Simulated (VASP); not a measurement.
# Si62Ge (a cell with a defect) in VASP: a series of runs, part 2 of 2

VASP 6.6.1. The steps go on from the part before.

**3. Single point, PBE, collinear spin**

Contents of INCAR:

```
SYSTEM = Si62Ge
PREC = Accurate
ENCUT = 410
EDIFF = 1E-6
ISMEAR = 0
SIGMA = 0.05
LREAL = Auto
LASPH = .TRUE.
NELM = 200
ALGO = Normal
ISIF = 2
LWAVE = .FALSE.
LCHARG = .FALSE.
ISPIN = 2
MAGMOM = 0 0 0 0 0 0 0 0 0 0 0 0 0 0 0 0 0 0 0 0 0 0 0 0 0 0 0 0 0 0 0 0 0 0 0 0 0 0 0 0 0 0 0 0 0 0 0 0 0 0 0 0 0 0 0 0 0 0 0 0 0 0 0.12
LORBIT = 11
GGA = PE
NELECT = 261.0
NBANDS = 172
GGA_COMPAT = .FALSE.
```

Contents of KPOINTS:

```
Automatic mesh
0
G
  1 1 1
  0 0 0
```

Contents of POSCAR:

```
Si62Ge
1.0
   10.8600000000      0.0000000000      0.0000000000
    0.0000000000     10.8600000000      0.0000000000
    0.0000000000      0.0000000000     10.8600000000
Si Ge
62 1
Direct
    0.5006762431     -0.0002127993      0.0001610497
    0.6161765193      0.1337837937      0.1232299263
    0.7501723757      0.2492841621      0.0001606814
    0.8751752302      0.3747197053      0.1252417127
    0.7441727440      0.0057874770      0.2484144567
    0.8727874770      0.1257541436      0.3742301105
    0.0003929098     -0.0005432781     -0.0016955801
    0.1259160221      0.1244847145      0.1263252302
    0.2551790976      0.2473674033      0.0051859116
    0.5025903315      0.4947786372      0.0051887661
    0.6254738490      0.6240439227      0.1263252302
    0.7505010129      0.7495663904     -0.0016968692
    0.8736530387      0.8763046041      0.1256697974
    0.2501488029     -0.0002161142      0.2506706262
    0.3731971455      0.1337800184      0.3661863720
    0.6161801105      0.3767631676      0.3661861878
    0.7501759669      0.4998113260      0.2506697974
    0.8750762431      0.6253208103      0.3762227440
    0.4983821363      0.0057883978      0.4941890424
    0.6242160221      0.1257437385      0.6227942910
    0.7441701657      0.2515765193      0.4941869245
    0.8736573665      0.3743198895      0.6236840700
    0.7493371087      0.0006230203      0.7480954880
    0.8750853591      0.1237527624      0.8746472376
    0.0020862799      0.4985886740      0.0013940147
    0.1296388582      0.6203212707      0.1265812155
    0.2513707182      0.7478737569      0.0013933702
    0.3752394107      0.8747848987      0.1252412523
    0.0000270718      0.2495984346      0.2503702578
    0.1259047882      0.3736412523      0.3754965009
    0.2551368324      0.4948235727      0.2526427256
    0.3763192449      0.6240550645      0.3754963168
    0.5003611418      0.7499339779      0.2503703499
    0.6242051565      0.8771735727      0.3742303867
   -0.0019081031      0.0006364641      0.4993480663
    0.1246473297      0.1237536832      0.6251043278
    0.2501504604      0.2492944751      0.5001832413
    0.3752388582      0.3747208103      0.6251853591
    0.5006654696      0.4998094843      0.5001837017
    0.6262071823      0.6253123389      0.6251045120
    0.7493230203      0.7518682320      0.4993473297
    0.8752915285      0.8746680479      0.6252946593
    0.2482906998     -0.0005404236      0.7504274401
    0.3763238490      0.1244873849      0.8759337017
    0.5003661142      0.2495939227      0.7500347145
    0.6254713628      0.3736367403      0.8759342541
    0.7505009208      0.5016692449      0.7504282689
    0.8772287293      0.6237996317      0.8761848987
    0.0006048803      0.7493523941      0.2505537753
    0.1246368324      0.8748833333      0.3762207182
    0.0003913444      0.5016723757      0.5005186004
    0.1261643646      0.6237966851      0.6272390424
    0.2482867403      0.7495686924      0.5005157459
    0.3756390424      0.8763003683      0.6236841621
    0.0006172192      0.2494263352      0.7506276243
    0.1296508287      0.3734139963      0.8796662063
    0.2513776243      0.4985824125      0.7520926335
    0.3765455801      0.6203077348      0.8796677716
    0.5005323204      0.7493400552      0.7506276243
    0.6262056169      0.8748743094      0.8746451197
    0.0001907919      0.7497689687      0.7502031308
    0.1261603131      0.8727315838      0.8761841621
    0.4547250460      0.2952327808      0.2047196133
```

Potentials or basis: VASP PAW PBE potentials, release 64 (Si, Ge_d).

Started as:

```console
$ cat potpaw_PBE.64/Si/POTCAR potpaw_PBE.64/Ge_d/POTCAR > POTCAR
$ mpirun -np 1 vasp_gam > vasp.out
```

Run time: 16 min. Hardware: 1 thread of Intel Xeon 8259CL, shared host; peak memory 1.1 GiB.

The run converged. Its results:

```
Free energy                                           : -337.3743 eV
Largest force                                         : 0.426 eV/Å
Net moment                                            : 0.71 μB per cell
Site moments                                          : Si -0.00, +0.01, +0.00, +0.02 (each value once); Ge +0.07 μB
Valence electrons inside the program's atomic spheres : Si 1.70, 1.65, 1.68, 1.69, 1.63, 1.67 (each value once); Ge 12.20
```

Forces on the atoms (eV/Å):
```
Si   0.001  0.003  0.002
Si   0.001 -0.001  0.008
Si  -0.003 -0.001  0.002
Si   0.006 -0.008  0.008
Si  -0.007  0.007  0.001
Si  -0.006  0.001 -0.001
Si  -0.004  0.015  0.005
Si   0.006 -0.002  0.020
Si  -0.062  0.003 -0.062
Si  -0.003  0.062 -0.062
Si   0.002 -0.006  0.020
Si  -0.015  0.004  0.005
Si  -0.010  0.010  0.010
Si   0.002  0.003  0.002
Si   0.009  0.000  0.001
Si   0.000 -0.009  0.001
Si  -0.003 -0.002  0.002
Si   0.001  0.003 -0.020
Si   0.001  0.007 -0.007
Si  -0.001  0.001 -0.006
Si  -0.007 -0.001 -0.007
Si  -0.010 -0.010 -0.010
Si  -0.004  0.004  0.012
Si   0.001  0.020 -0.003
Si  -0.007 -0.001  0.001
Si  -0.014  0.014 -0.012
Si   0.001  0.007  0.001
Si   0.008 -0.006  0.008
Si  -0.018  0.007 -0.007
Si   0.006 -0.020  0.002
Si  -0.062  0.062 -0.004
Si   0.020 -0.006  0.002
Si  -0.007  0.018 -0.007
Si  -0.001  0.006 -0.001
Si   0.012  0.004 -0.004
Si  -0.003  0.020  0.001
Si   0.002 -0.002 -0.003
Si   0.008 -0.008  0.006
Si   0.002 -0.002 -0.003
Si  -0.020  0.003  0.001
Si  -0.004 -0.012 -0.004
Si  -0.016  0.016 -0.016
Si   0.005  0.015 -0.004
Si   0.020 -0.002  0.007
Si  -0.007  0.007 -0.018
Si   0.002 -0.020  0.007
Si  -0.015 -0.005 -0.004
Si  -0.010 -0.001  0.001
Si  -0.009  0.009  0.000
Si  -0.003 -0.001 -0.020
Si  -0.004 -0.005 -0.015
Si   0.001 -0.001 -0.010
Si   0.005  0.004 -0.015
Si   0.010  0.010 -0.010
Si  -0.009  0.001 -0.009
Si  -0.013  0.011 -0.013
Si   0.001 -0.001 -0.007
Si  -0.011  0.013 -0.013
Si  -0.001  0.009 -0.009
Si  -0.020 -0.001 -0.003
Si   0.008 -0.008  0.008
Si   0.001  0.010  0.001
Ge   0.246 -0.246  0.246
```

Levels at points of the mesh, in eV from the Fermi level:
Spin up:
```
           k point  band 129  band 130  band 131  band 132  band 133  band 134
(0.00, 0.00, 0.00)     -0.86     -0.77     -0.04      0.09      0.09      0.26
```
Spin down:
| k point | band 127 | band 128 | band 129 | band 130 | band 131 | band 132 | band 133 | band 134 |
| --- | --- | --- | --- | --- | --- | --- | --- | --- |
| (0.00, 0.00, 0.00) | -1.34 | -0.84 | -0.84 | -0.75 | 0.04 | 0.12 | 0.12 | 0.27 |

Caveat: the k points lie up to 0.58 Å⁻¹ apart; the cell carries a net charge on a neutralising background, which shifts energy and pressure; the cell is charged against a uniform background, so pressure and absolute levels hang on convention.
